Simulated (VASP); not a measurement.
# TiC (WC type) (Pm) in VASP: single point with PBE

Aim: the single point of TiC (WC type) with PBE.

All numbers are computed with VASP 6.6.1; they aren't measurements. Logs are shortened: lines on timing, memory, paths and dates and some standing lists are left out, and cuts for length are marked.

## (1) The cell of the first run

Symmetry: Pm, No. 6, monoclinic system. The conventional cell has a = 3.045 Å, b = 2.694 Å, c = 3.045 Å, α = 90.00°, β = 120.00°, γ = 90.00°. Ti (site symmetry m) has 6 C at 2.18 to 2.25 Å and 2 Ti at 2.69 Å within 2.9 Å. Within 2.9 Å of C (site symmetry m) lie 6 Ti at 2.18 to 2.25 Å and 2 C at 2.69 Å.

## (2) Single point, PBE (atom 2 (C) moved by [0.05, 0.0, 0.0] A)

The input, INCAR:

```
SYSTEM = TiC
PREC = Accurate
ENCUT = 520
EDIFF = 1E-6
ISMEAR = -1
SIGMA = 0.08
LREAL = .False.
LASPH = .True.
NELM = 60
ALGO = Normal
ISIF = 2
LWAVE = .False.
LCHARG = .False.
GGA = PE
NBANDS = 15
```

The input, KPOINTS:

```
regular mesh
0
Gamma
  16 16 14
  0 0 0
```

The input, POSCAR:

```
TiC
1.0
    3.0452841791      0.0000000000      0.0000000000
   -1.5226420896      2.6372934609      0.0000000000
    0.0000000000      0.0000000000      2.6939039114
Ti C
1 1
Direct
    0.0000000000      0.0000000000      0.0000000000
    0.3497521623      0.6666666667      0.5000000000
```

Potentials or basis: VASP PAW PBE potentials, release 64 (Ti_sv, C).

Run with:

```console
$ cat potpaw_PBE.64/Ti_sv/POTCAR potpaw_PBE.64/C/POTCAR > POTCAR
$ mpirun -np 1 vasp_std > vasp.out
```

OUTCAR:

```text
SYSTEM = TiC
   PREC = Accurate
   ENCUT = 520
   EDIFF = 1E-6
   ISMEAR = -1
   LREAL = .False.
   LASPH = .True.
   NELM = 60
   ISIF = 2
   GGA = PE

 ion  position               nearest neighbor table
   1  0.000  0.000  0.000-   2 2.18   2 2.18   2 2.22   2 2.22   2 2.25   2 2.25
   2  0.350  0.667  0.500-   1 2.18   1 2.18   1 2.22   1 2.22   1 2.25   1 2.25

  LATTYP: Found a hexagonal cell.
 ALAT       =     3.0452841791
 C/A-ratio  =     0.8846149499

  Lattice vectors:

 A1 = (   3.0452841791,   0.0000000000,   0.0000000000)
 A2 = (  -1.5226420896,   2.6372934609,   0.0000000000)
 A3 = (   0.0000000000,   0.0000000000,   2.6939039114)

Analysis of symmetry for initial positions (statically):
=====================================================================
 Subroutine PRICEL returns:
 Original cell was already a primitive cell.

 Routine SETGRP: Setting up the symmetry group for a
 hexagonal supercell.

 Subroutine GETGRP returns: Found  2 space group operations
 (whereof  2 operations were pure point group operations)
 out of a pool of 24 trial point group operations.

The static configuration has the point symmetry C_1h.

Analysis of symmetry for dynamics (positions and initial velocities):
=====================================================================
 Subroutine PRICEL returns:
 Original cell was already a primitive cell.

 Routine SETGRP: Setting up the symmetry group for a
 hexagonal supercell.

 Subroutine GETGRP returns: Found  2 space group operations
 (whereof  2 operations were pure point group operations)
 out of a pool of 24 trial point group operations.

The dynamic configuration has the point symmetry C_1h.

 Subroutine INISYM returns: Found  2 space group operations
 (whereof  2 operations are pure point group operations),
 and found     1 'primitive' translations

----------------------------------------------------------------------------------------

                                     Primitive cell

  volume of cell :      21.6356

  direct lattice vectors                    reciprocal lattice vectors
     3.045284179  0.000000000  0.000000000     0.328376579  0.189588306  0.000000000
    -1.522642090  2.637293461  0.000000000     0.000000000  0.379176612  0.000000000
     0.000000000  0.000000000  2.693903911     0.000000000  0.000000000  0.371208489

  length of vectors
     3.045284179  3.045284179  2.693903911     0.379176612  0.379176612  0.371208489

  position of ions in fractional coordinates (direct lattice)
     0.000000000  0.000000000  0.000000000
     0.349752162  0.666666667  0.500000000

  ion indices of the primitive-cell ions
   primitive index   ion index
                 1           1
                 2           2

----------------------------------------------------------------------------------------

 KPOINTS: regular mesh

Automatic generation of k-mesh.
 Grid dimensions read from file:
 generate k-points for:   16   16   14

 Generating k-lattice:

  Cartesian coordinates                     Fractional coordinates (reciprocal lattice)
     0.020523536  0.011849269  0.000000000     0.062500000  0.000000000  0.000000000
     0.000000000  0.023698538  0.000000000     0.000000000  0.062500000  0.000000000
     0.000000000  0.000000000  0.026514892     0.000000000  0.000000000  0.071428571

  Length of vectors
     0.023698538  0.023698538  0.026514892

  Shift w.r.t. Gamma in fractional coordinates (k-lattice)
     0.000000000  0.000000000  0.000000000

 Subroutine IBZKPT returns following result:
 ===========================================

 Found   1040 irreducible k-points:

 Following reciprocal coordinates:
            Coordinates               Weight
  0.000000  0.000000  0.000000      1.000000
  0.062500  0.000000  0.000000      2.000000
  0.000000  0.062500  0.000000      2.000000
 -0.062500  0.062500  0.000000      2.000000
  0.125000  0.000000  0.000000      2.000000
  0.000000  0.125000  0.000000      2.000000
[... 16 lines left out ...]
  0.500000  0.000000  0.000000      1.000000
  0.000000  0.500000  0.000000      1.000000
 [... further k-points ...]
   k-points           NKPTS =   1040   k-points in BZ     NKDIM =   1040   number of bands    NBANDS=     15
   number of dos      NEDOS =    301   number of ions     NIONS =      2
   total plane-waves  NPLWV =  11520
   dimension x,y,z NGX =    24 NGY =   24 NGZ =   20
   dimension x,y,z NGXF=    48 NGYF=   48 NGZF=   40
   ions per type =               1   1
   NGX,Y,Z   is equivalent  to a cutoff of  13.10, 13.10, 12.34 a.u.
   NGXF,Y,Z  is equivalent  to a cutoff of  26.20, 26.20, 24.68 a.u.
 SYSTEM =  TiC
   PREC   = accura    normal or accurate (medium, high low for compatibility)
   ISTART =      0    job   : 0-new  1-cont  2-samecut
   ICHARG =      2    charge: 1-file 2-atom 10-const
   ISPIN  =      1    spin polarized calculation?
   LNONCOLLINEAR =      F non collinear calculations
   LSORBIT =      F    spin-orbit coupling
   LASPH  =      T    aspherical Exc in radial PAW
   ENCUT  =  520.0 eV  38.22 Ry    6.18 a.u.   5.66  5.66  5.01*2*pi/ulx,y,z
   NELM   =     60;   NELMIN=  2; NELMDL= -5     # of ELM steps
   EDIFF  = 0.1E-05   stopping-criterion for ELM
   LREAL  =      F    real-space projection
   EDIFFG = 0.1E-04   stopping-criterion for IOM
   NSW    =      0    number of steps for IOM
   IBRION =     -1    ionic relax: 0-MD 1-quasi-New 2-CG
   NFREE  =      0    steps in history (QN), initial steepest desc. (CG)
   ISIF   =      2    stress and relaxation
   ISYM   =      2    0-nonsym 1-usesym 2-fastsym
   POTIM  = 0.5000    time-step for ionic-motion
   TEBEG  =    0.0;   TEEND  =   0.0 temperature during run
   PSTRESS=    0.0 pullay stress
   NELECT =      16.0000    total number of electrons
   NUPDOWN=      -1.0000    fix difference up-down
   EMIN   =  10.00;   EMAX   =-10.00  energy-range for DOS
   EFERMI =   0.00;   METHOD = LEGACY
   ISMEAR =    -1;   SIGMA  =   0.08  broadening in eV -4-tet -1-fermi 0-gaus
   EFERMI_NEDOS =   21; number of points for ismear=-14 and -15
   IALGO  =     38    algorithm
   IMIX   =      4    mixing-type and parameters
     AMIX     =   0.40;   BMIX     =  1.00
     AMIX_MAG =   1.60;   BMIX_MAG =  1.00
  volume/ion in A,a.u.               =      10.82        73.00
  Fermi-wavevector in a.u.,A,eV,Ry     =   1.480444  2.797634 29.820092  2.191715
  Thomas-Fermi vector in A             =   2.594478
   LORBIT       =      0    0 simple, 1 ext, 2 COOP (PROOUT), +10 PAW based schemes
   GGA     = PE    functional components
   LHFCALC =     F    Hartree Fock is set to
   AEXX    =    0.0000 exact exchange contribution
   IVDW    =     0    specifies the selected vdW correction
   LEPSILON=     F    determine dielectric tensor
   LRPA    =     F    only Hartree local field effects (RPA)
 non-spin polarized calculation
  energy-cutoff  :      520.00
  volume of cell :       21.64
 maximum number of plane-waves:       594
   NGX = 11   NGY = 11   NGZ = 11

 number of electron      16.0000001 magnetization

 Free energy of the ion-electron system (eV)
  ---------------------------------------------------
  ext. energy  EPLUGINS =         0.00000000
  ---------------------------------------------------
  free energy    TOTEN  =       -17.35159633 eV

  energy without entropy =      -17.34235334  energy(sigma->0) =      -17.34697484

 E-fermi :   8.6093     XC(G=0): -12.2904

 val. band max:        8.6064289977   @ k =  -0.0625   0.3750   0.0000
 cond. band min:       8.6144156911   @ k =  -0.3750   0.2500   0.0000
 fundamental gap:      0.0079866933
 Fermi energy:         8.6092726556

 k-point     1 :       0.0000    0.0000    0.0000
  band No.  band energies     occupation
      1     -47.9346      2.00000
      2     -24.1072      2.00000
      3     -24.0789      2.00000
      4     -23.6282      2.00000
      5      -3.3886      2.00000
      6       6.9537      2.00000
      7       7.0593      2.00000
      8       7.6671      1.99998
      9      10.9101      0.00000
     10      11.9440      0.00000
     11      11.9856      0.00000
     12      14.0962      0.00000
     13      14.4283      0.00000
     14      16.1477      0.00000
     15      24.1774      0.00000

 k-point     2 :       0.0625    0.0000    0.0000
  band No.  band energies     occupation
      1     -47.9326      2.00000
      2     -24.1125      2.00000
      3     -24.0929      2.00000
      4     -23.6264      2.00000
      5      -3.3164      2.00000
      6       6.8628      2.00000
      7       7.0247      2.00000
      8       7.7344      1.99996
      9      10.5808      0.00000
     10      11.9554      0.00000
     11      12.3254      0.00000
     12      13.9594      0.00000
     13      14.3343      0.00000
     14      16.3667      0.00000
     15      23.8699      0.00000

 k-point     3 :       0.0000    0.0625    0.0000
  band No.  band energies     occupation
      1     -47.9326      2.00000
      2     -24.1174      2.00000
      3     -24.0879      2.00000
      4     -23.6264      2.00000
      5      -3.3172      2.00000
      6       6.8214      2.00000
      7       7.0696      2.00000
      8       7.7298      1.99997
      9      10.6010      0.00000
     10      11.9375      0.00000
     11      12.3201      0.00000
     12      13.9900      0.00000
     13      14.3085      0.00000
     14      16.3710      0.00000
     15      23.7683      0.00000

 k-point     4 :      -0.0625    0.0625    0.0000
  band No.  band energies     occupation
      1     -47.9326      2.00000
      2     -24.1223      2.00000
      3     -24.0828      2.00000
      4     -23.6265      2.00000
      5      -3.3181      2.00000
      6       6.7901      2.00000
      7       7.1085      2.00000
      8       7.7210      1.99997
      9      10.6225      0.00000
     10      11.9247      0.00000
     11      12.3080      0.00000
     12      14.0158      0.00000
     13      14.2928      0.00000
     14      16.3669      0.00000
     15      23.6999      0.00000
[... 307 lines left out ...]
 k-point    22 :      -0.4375    0.4375    0.0000
  band No.  band energies     occupation
      1     -47.8842      2.00000
      2     -24.4859      2.00000
      3     -24.1670      2.00000
      4     -23.5838      2.00000
      5      -1.1702      2.00000
      6       3.8851      2.00000
      7       7.8868      1.99976
      8       8.4888      1.63708
      9       8.7129      0.43000
     10      11.6525      0.00000
     11      12.2150      0.00000
     12      12.3793      0.00000
     13      14.9697      0.00000
     14      19.4429      0.00000
     15      23.1929      0.00000

 k-point    23 :       0.5000    0.0000    0.0000
  band No.  band energies     occupation
      1     -47.8818      2.00000
      2     -24.4832      2.00000
      3     -24.1955      2.00000
      4     -23.5805      2.00000
      5      -0.9546      2.00000
      6       3.7239      2.00000
      7       7.8163      1.99990
      8       8.2276      1.98319
      9       8.8806      0.06509
     10      11.6680      0.00000
     11      12.0176      0.00000
     12      12.2840      0.00000
     13      15.4248      0.00000
     14      19.4635      0.00000
     15      23.0848      0.00000

 k-point    24 :       0.0000    0.5000    0.0000
  band No.  band energies     occupation
      1     -47.8820      2.00000
      2     -24.4903      2.00000
      3     -24.1847      2.00000
      4     -23.5813      2.00000
      5      -0.9985      2.00000
      6       3.7431      2.00000
      7       7.7727      1.99994
      8       8.3263      1.94348
      9       8.9038      0.04911
     10      11.6518      0.00000
     11      12.0775      0.00000
     12      12.3310      0.00000
     13      15.2449      0.00000
     14      19.4598      0.00000
     15      23.0756      0.00000

 [... further k-points ...]

------------------------ aborting loop because EDIFF is reached ----------------------------------------

  FORCE on cell =-STRESS in cart. coord.  units (eV):
  Direction    XX          YY          ZZ          XY          YZ          ZX
  --------------------------------------------------------------------------------------
  -------------------------------------------------------------------------------------
  Total        0.0000785     -0.0064950      0.1216176      0.1880641      0.0000000      0.0000000
  in kB        0.0058136     -0.4809722      9.0061357     13.9266987      0.0000000      0.0000000
  external PRESSURE =       2.8436590 kB  Pullay stress =       0.0000000 kB

 VOLUME and BASIS-vectors are now :
 -----------------------------------------------------------------------------
  energy-cutoff  :      520.00
  volume of cell :       21.64
      direct lattice vectors                 reciprocal lattice vectors
     3.045284179  0.000000000  0.000000000     0.328376579  0.189588306  0.000000000
    -1.522642090  2.637293461  0.000000000     0.000000000  0.379176612  0.000000000
     0.000000000  0.000000000  2.693903911     0.000000000  0.000000000  0.371208489

 POSITION                                       TOTAL-FORCE (eV/Angst)
 -----------------------------------------------------------------------------------
      0.00000      0.00000      0.00000         0.302911      0.044270      0.000000
      0.05000      1.75820      1.34695        -0.302911     -0.044270      0.000000
 -----------------------------------------------------------------------------------
    total drift:                               -0.000062     -0.000004      0.000000

  FREE ENERGIE OF THE ION-ELECTRON SYSTEM (eV)
  ---------------------------------------------------
  free  energy   TOTEN  =       -17.3515963317 eV

  energy  without entropy=      -17.3423533449  energy(sigma->0) =      -17.34697484
```

Wall time 9.3 min (1 thread of Oxide Virtual Turin-like, shared host); peak memory 0.38 GiB.

Results:

```yaml
Free_energy: -17.3516 eV
Pressure: 0.3 GPa
Largest_force: 0.306 eV/Å
Band_gap_on_the_k_mesh: zero (bands 8 and 9 overlap by 0.20 eV)
```

Forces in eV/Å, atoms in the order of the input:
```
Ti   0.303  0.044  0.000
C   -0.303 -0.044  0.000
```

Stress tensor (GPa, compression positive):
```
 0.00  1.39  0.00
 1.39 -0.05  0.00
 0.00  0.00  0.90
```

Caveat: the cell differs from its parent crystal (atom 2 (C) moved by [0.05, 0.0, 0.0] A).
